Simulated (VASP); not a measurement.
Here is a VASP 6.6.1 calculation.

Contents of INCAR:

```
  ALGO = Normal
  EDIFF = 1E-8
  ENCUT = 520
  GGA = PE
  ISIF = 2
  ISMEAR = -1
  LASPH = T
  LCHARG = F
  LEFG = T
  LREAL = F
  LWAVE = F
  NBANDS = 15
  NELM = 100
  PREC = Accurate
  SIGMA = 0.02
```

The input KPOINTS:

```
k-points
0
Gamma
  9 9 9
```

POSCAR

```
TaN
1.0
    0.0000000000      2.2076743409      2.2076743409
    2.2076743409      0.0000000000      2.2076743409
    2.2076743409      2.2076743409      0.0000000000
Ta N
1 1
Direct
    0.5000000000      0.5000000000      0.5000000000
    0.0000000000      0.0000000000      0.0000000000
```

Potentials or basis: VASP PAW PBE potentials, release 64 (Ta_pv, N).

Run with:

```sh
$ cat potpaw_PBE.64/Ta_pv/POTCAR potpaw_PBE.64/N/POTCAR > POTCAR
$ mpirun -np 1 vasp_std > vasp.out
```

What does it give for the pressure?

1.1 GPa.

Predict the band gap on the k mesh.

zero (band 8 reaches 10.93 eV, above the bottom of band 9 at 7.34 eV).

Caveat: without QUAD_EFG the Cq values of the log hold for a quadrupole moment of 1 mb, not for the nuclei; spin-orbit coupling is left out, which moves the levels of the heavy elements.
